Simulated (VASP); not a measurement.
A run of VASP 6.6.1 is set up as follows.

The input POSCAR:

```
Sb
1.0
    0.0000000000      2.3712425216      2.3712425216
    2.3712425216      0.0000000000      2.3712425216
    2.3712425216      2.3712425216      0.0000000000
Sb
1
Direct
    0.0000000000      0.0000000000      0.0000000000
```

File INCAR.step1:

```
SYSTEM = Sb
ALGO = Normal ; EDIFF = 1E-5
ENCUT = 400 ; GGA = PE
GGA_COMPAT = .FALSE. ; ISIF = 2
ISMEAR = -1 ; LASPH = .TRUE.
LCHARG = .FALSE. ; LREAL = .FALSE.
LWAVE = .TRUE. ; NBANDS = 14
NELM = 120 ; PREC = Accurate
SIGMA = 0.05
```

Contents of INCAR.step2:

```
SYSTEM = Sb
AEXX = 0.25 ; ALGO = Normal
EDIFF = 1E-6 ; ENCUT = 400
GGA = PE ; GGA_COMPAT = .FALSE.
ISIF = 2 ; ISMEAR = -1
ISTART = 1 ; LASPH = .TRUE.
LCHARG = .FALSE. ; LHFCALC = .TRUE.
LREAL = .FALSE. ; LWAVE = .FALSE.
NBANDS = 14 ; NELM = 120
PREC = Accurate ; PRECFOCK = Normal
SIGMA = 0.05
```

Contents of KPOINTS:

```
k-points
0
G
  5 5 5
  0 0 0
```

Potentials or basis: VASP PAW PBE potentials, release 64 (Sb_d_GW).

Command:

```console
$ cat potpaw_PBE.64/Sb_d_GW/POTCAR > POTCAR
$ cp INCAR.step1 INCAR
$ mpirun -np 1 vasp_std > vasp.out
$ cp INCAR.step2 INCAR
$ mpirun -np 1 vasp_std > vasp.out
```

Question: What does it give for the band gap on the k mesh?

Answer: Zero (an odd number of electrons rules out a gap without spin polarisation).

Question: Estimate the pressure.

Answer: -0.9 GPa.

Caveat: the k points lie up to 0.46 Å⁻¹ apart, too coarse for converged energies and pressures of a metal; the PAW data sets were made with another functional, which shifts forces and pressure a little; spin-orbit coupling is left out, which moves the levels of the heavy elements; an odd number of electrons without spin polarisation forces a metal; a magnetic or distorted state may lie lower.
